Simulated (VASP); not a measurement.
# Hf2ZrC3: relaxation of shape and atoms at fixed volume with PBE

The system is Hf2ZrC3.

```xyz
6
Lattice="3.2688 0.0000 0.0000 -1.6344 2.8309 0.0000 0.0000 0.0000 8.0101" Properties=species:S:1:pos:R:3 pbc="T T T"
Zr    0.0000    0.0000    0.0000
Hf    1.6344    0.9436    5.3320
Hf    0.0000    1.8873    2.6781
C     0.0000    1.8873    6.6531
C     1.6344    0.9436    1.3570
C     0.0000    0.0000    4.0051
```

```json
{"Program": "VASP 6.6.1", "Task": "relaxation of shape and atoms at fixed volume", "Functional": "PBE", "Potentials or basis": "VASP PAW PBE potentials, release 64 (Zr_sv, Hf_pv, C)", "Cutoff": "600 eV", "k mesh": "12 × 12 × 4", "Occupations": "gaussian, width 0.1 eV", "Spin": "no spin polarisation", "Dipole correction": "no", "Further INCAR settings": "ALGO = Normal; EDIFF = 1e-07; IBRION = 2; EDIFFG = -0.01; NSW = 50; ISIF = 4"}
```

| Quantity | Value |
| --- | --- |
| Energy gained by relaxing | 0.0 meV/atom |
| Ionic steps | 2 |
| Pressure after relaxing | 7.1 GPa |
| Largest force after relaxing | 0.010 eV/Å |
| Band gap on the k mesh | zero (bands 22 and 23 overlap by 1.40 eV) |

Forces in eV/Å, atoms in the order of the input:
```
Zr   0.000  0.000  0.000
Hf   0.000  0.000  0.004
Hf   0.000  0.000 -0.004
C    0.000  0.000 -0.010
C    0.000  0.000  0.010
C    0.000  0.000  0.000
```

Final structure:
```
CELL_PARAMETERS angstrom
3.26871 0.00000 0.00000
-1.63435 2.83078 0.00000
0.00000 0.00000 8.01068
ATOMIC_POSITIONS crystal
Zr 0.00000 0.00000 0.00000
Hf 0.66667 0.33333 0.66552
Hf 0.33333 0.66667 0.33448
C 0.33333 0.66667 0.83043
C 0.66667 0.33333 0.16957
C 0.00000 0.00000 0.50000
```

Levels at points of the mesh, in eV from the Fermi level:
```
           k point  band 20  band 21  band 22  band 23  band 24  band 25
(0.00, 0.00, 0.00)     0.98     0.98     0.98     1.26     1.27     1.27
(0.50, 0.00, 0.00)    -2.35    -1.88    -0.03    -0.03     2.85     3.14
(0.00, 0.00, 0.50)    -0.91    -0.90    -0.90     2.00     2.00     2.26
(0.50, 0.00, 0.50)    -2.28    -1.13    -1.03     0.66     0.74     5.01
```

It took 7.3 min on 1 thread of Intel(R) Xeon(R) Platinum 8259CL CPU @ 2.50GHz (Skylake/Cascade Lake) (shared host), peak memory 0.34 GiB.

Caveat: spin-orbit coupling is left out, which moves the levels of the heavy elements.
